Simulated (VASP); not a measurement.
Set up this calculation in VASP 6.6.1, as the native input.

* Task: single point
* Functional: PBE
* Potentials or basis: VASP PAW PBE potentials, release 64 (Sr_sv, Al, O)
* Cutoff: 520 eV
* k mesh: 6 × 6 × 6
* Occupations: gaussian, width 0.1 eV
* Spin: collinear spin, ferromagnetic start
* Starting moments: [0.0, 0.0, 0.0, 1.0, 1.0] μB
* Dipole correction: no
* Further INCAR settings: ALGO = Normal; EDIFF = 1e-07; NBANDS = 26

The structure of SrAl2O2 lies in POSCAR:

```
SrAl2O2
1.0
    5.0463972038      0.0000000000      0.0000000000
   -2.5231986019      4.3703081761      0.0000000000
    0.0000000000      0.0000000000      3.6358280222
Sr Al O
1 2 2
Direct
    0.0000000000      0.0000000000      0.5000000000
    0.3333333333      0.6666666667      0.0000000000
    0.6666666667      0.3333333333      0.0000000000
    0.3333333333      0.6666666667      0.5000000000
    0.6666666667      0.3333333333      0.5000000000
```

The cell was built from a structure type or drawn by symmetry, and may not be a known phase.

The input as run:

INCAR

```
SYSTEM = SrAl2O2
PREC = Accurate
ENCUT = 520
EDIFF = 1E-7
ISMEAR = 0
SIGMA = 0.1
LREAL = .FALSE.
LASPH = .TRUE.
NELM = 150
ALGO = Normal
ISIF = 2
LWAVE = .FALSE.
LCHARG = .FALSE.
ISPIN = 2
MAGMOM = 0 0 0 1 1
LORBIT = 11
GGA = PE
NBANDS = 26
```

KPOINTS

```
Automatic mesh
0
G
  6 6 6
  0 0 0
```

Potentials or basis: VASP PAW PBE potentials, release 64 (Sr_sv, Al, O).

Launch:

```bash
$ cat potpaw_PBE.64/Sr_sv/POTCAR potpaw_PBE.64/Al/POTCAR potpaw_PBE.64/O/POTCAR > POTCAR
$ mpirun -np 1 vasp_std > vasp.out
```

Results of the run:

The pressure is -0.1 GPa and the band gap on the k mesh is zero (filled and empty bands overlap). The net moment is 0.00 μB per cell and the valence electrons inside the program's atomic spheres are Sr 8.03; Al 0.74; O 5.05.

It took 87 s on 1 thread of Intel(R) Xeon(R) Platinum 8488C (Sapphire Rapids), with other jobs on the host, peak memory 0.29 GiB.
